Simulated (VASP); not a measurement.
Wanted: the native input for a VASP 6.6.1 run.

```
Task                   : single point
Functional             : PBE
Dispersion             : D3(BJ)
Potentials or basis    : VASP PAW PBE potentials, release 64 (O, H, C)
Cutoff                 : 520 eV
k mesh                 : 1 × 1 × 1
Occupations            : fermi-dirac, width 0.05 eV
Spin                   : no spin polarisation
Dipole correction      : no
Further INCAR settings : LREAL = Auto; ALGO = Normal; EDIFF = 1e-07; NBANDS = 69
```

The structure of H22CO11 lies in POSCAR:

```
H22CO11
1.0
    7.7711180000      0.0000000000      0.0000000000
    0.0000000000      7.7711180000      0.0000000000
    0.0000000000      0.0000000000      7.7711180000
O H C
11 22 1
Direct
    0.9130346496      0.9280775302      0.0853159095
    0.3438501384      0.7853438849      0.7913919207
    0.6817809226      0.5657358439      0.4009976428
    0.0526693843      0.4301826327      0.9759084858
    0.6095519332      0.8969623161      0.5695834242
    0.5366795357      0.4163364911      0.1144108222
    0.6139142399      0.5559303050      0.7357499912
    0.3192976866      0.2276635099      0.5866080016
    0.8983520775      0.8183893231      0.7538812305
    0.2164939459      0.1053645048      0.0473548336
    0.1160450787      0.5784753236      0.5016009279
    0.8107327672      1.0004609375      0.0772347042
    0.9043486407      0.8688325155     -0.0267014347
    0.3095822248      0.7080834444      0.7033608292
    0.4509389769      0.7303067590      0.8070010004
    0.6520426018      0.6822313083      0.4203770937
    0.5963491997      0.5405785886      0.3116539988
   -0.0391192104      0.4118969754      0.8957012363
    0.1112066501      0.3208161297      0.9680074347
    0.6390843634      1.0011043456      0.5073529961
    0.4990144275      0.9132791446      0.6310932352
    0.4496135562      0.3221158140      0.1215140473
    0.5396263446      0.4474259688     -0.0102687927
    0.7221354765      0.6073900821      0.7602895748
    0.6282365034      0.4959132006      0.6286482846
    0.3910762904      0.3290388848      0.6337183401
    0.2311765180      0.2951570160      0.5282637582
    0.8133578721      0.8625142483      0.6702896546
    0.9909127618      0.7602509703      0.6964634947
    0.2175748715      0.0532098470     -0.0596567958
    0.1239589979      0.0548441035      0.1050041963
    0.0804646127      0.7736724626      0.3279708274
    0.1115412223      0.5607687337      0.2353200659
    0.0885329498      0.6319039294      0.3577863571
```

These files were run (other wordings do the same):

INCAR

```
SYSTEM = H22CO11
PREC     = Accurate       ! precision mode
ENCUT    = 520            ! plane-wave cutoff, eV
EDIFF    = 1E-7           ! SCF threshold, eV
ISMEAR   = -1             ! smearing method
SIGMA    = 0.05           ! smearing width, eV
LREAL    = Auto         
LASPH    = .TRUE.         ! aspherical terms in the spheres
NELM     = 100            ! most SCF steps
ALGO     = Normal         ! electronic algorithm
ISIF     = 2              ! what is computed and relaxed
LWAVE    = .FALSE.        ! write WAVECAR
LCHARG   = .TRUE.         ! write CHGCAR
GGA      = PE             ! functional
IVDW     = 12             ! dispersion correction
LELF     = .TRUE.         ! ELF
LVHAR    = .TRUE.       
NBANDS   = 69             ! bands
```

KPOINTS

```
regular mesh
0
G
  1 1 1
  0 0 0
```

Potentials or basis: VASP PAW PBE potentials, release 64 (O, H, C).

Run with:

```console
$ cat potpaw_PBE.64/O/POTCAR potpaw_PBE.64/H/POTCAR potpaw_PBE.64/C/POTCAR > POTCAR
$ mpirun -np 1 vasp_gam > vasp.out
```

It gave:

```yaml
Pressure: 1.0 GPa
Largest_force: 3.630 eV/Å
Band_gap_on_the_k_mesh: 3.59 eV
Dispersion_energy_per_atom: -0.026 eV
```

Caveat: the k points lie up to 0.81 Å⁻¹ apart.

It took 46 s on 1 thread of Intel(R) Xeon(R) 6975P-C (Granite Rapids), on a shared host, peak memory 0.47 GiB.
